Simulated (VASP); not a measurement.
Here is a VASP 6.6.1 calculation.

INCAR

```
SYSTEM = CuO
  ALGO = Normal
  EDIFF = 1E-6
  ENCUT = 520
  GGA = PE
  ISIF = 2
  ISMEAR = -1
  LASPH = .TRUE.
  LCHARG = .FALSE.
  LDAU = .TRUE.
  LDAUJ = 0 0
  LDAUL = 2 -1
  LDAUPRINT = 1
  LDAUTYPE = 2
  LDAUU = 1 0
  LMAXMIX = 4
  LREAL = .FALSE.
  LWAVE = .FALSE.
  NBANDS = 25
  NELM = 150
  PREC = Accurate
  SIGMA = 0.05
```

The input KPOINTS:

```
k-points
0
G
  8 8 6
  0 0 0
```

The input POSCAR:

```
CuO
1.0
    3.1754955000      0.0000000000      0.0000000000
    0.0000000000      3.1754955000      0.0000000000
    0.0000000000      0.0000000000      4.6495318700
Cu O
2 2
Direct
    0.0000000000      0.0000000000      0.0000000000
    0.5000000000      0.5000000000      0.0000000000
    0.5000000000      0.0000000000      0.2670000000
    0.0000000000      0.5000000000      0.7330000000
```

Potentials or basis: VASP PAW PBE potentials, release 64 (Cu, O).

Launch:

```console
$ cat potpaw_PBE.64/Cu/POTCAR potpaw_PBE.64/O/POTCAR > POTCAR
$ mpirun -np 1 vasp_std > vasp.out
```

(1) Estimate the largest force.

(2) Estimate the pressure.

(3) Estimate the band gap on the k mesh.

Answers

(1) 0.889 eV/Å.

(2) 16.0 GPa.

(3) zero (band 17 reaches 3.43 eV, above the bottom of band 18 at 2.49 eV).

Caveat: U without spin polarisation on a metal has little footing.
